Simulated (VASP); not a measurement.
Runs of VASP 6.6.1 on Ir. The structure is that of space group P6_3/mmc (No. 194), or close to it. The cells are those of the table. 

```tsv
task	cell	k mesh	cutoff (eV)	gap on the mesh (eV)	pressure (GPa)	relaxed volume (Å³/atom)
relaxation of cell and atoms	relaxed from a = 2.746, b = 2.746, c = 8.898 Å, angles 90.0, 90.0, 120.0°, 4 atoms	21 × 21 × 6	600	-	0.0	(b)
single point	a = 4.311, b = 4.311, c = 4.759 Å, angles 90.0, 90.0, 120.0°, 4 atoms	6 × 6 × 2	520	none	0.1	-
relaxation of cell and atoms	relaxed from a = 4.311, b = 4.311, c = 4.759 Å, angles 90.0, 90.0, 120.0°, 4 atoms	6 × 6 × 4	600	-	0.0	19.29
single point	a = 4.276, b = 4.276, c = 4.876 Å, angles 90.0, 90.0, 120.0°, 4 atoms	6 × 6 × 4	520	none	-0.3	-
single point	a = 2.969, b = 2.969, c = 8.085 Å, angles 90.0, 90.0, 120.0°, 4 atoms	9 × 9 × 2	520	none	420.2	-
relaxation of cell and atoms	relaxed from a = 2.969, b = 2.969, c = 8.085 Å, angles 90.0, 90.0, 120.0°, 4 atoms	6 × 6 × 2	600	-	0.1	(a)
single point	a = 4.269, b = 4.269, c = 4.894 Å, angles 90.0, 90.0, 120.0°, 4 atoms	12 × 12 × 10	520	none	0.0	-
```

Alike in all rows: level PBE; potentials or basis VASP PAW PBE potentials, release 64 (Ir); no spin polarisation; smearing gaussian 0.1 eV.

Estimate the missing entries.

(a) 19.13; (b) 14.55.

Caveats: some runs use coarse meshes; spin-orbit coupling is left out, which moves the levels of the heavy elements; the bands computed are all filled at some k points, so no gap is given (some runs); the volume moved by over 15 % at a fixed basis, so the end points are rough (some runs).

A k mesh can miss the band edges, and the runs leave out spin-orbit coupling on Ir.

A gap of «none» marks levels without a gap at the run's occupations.
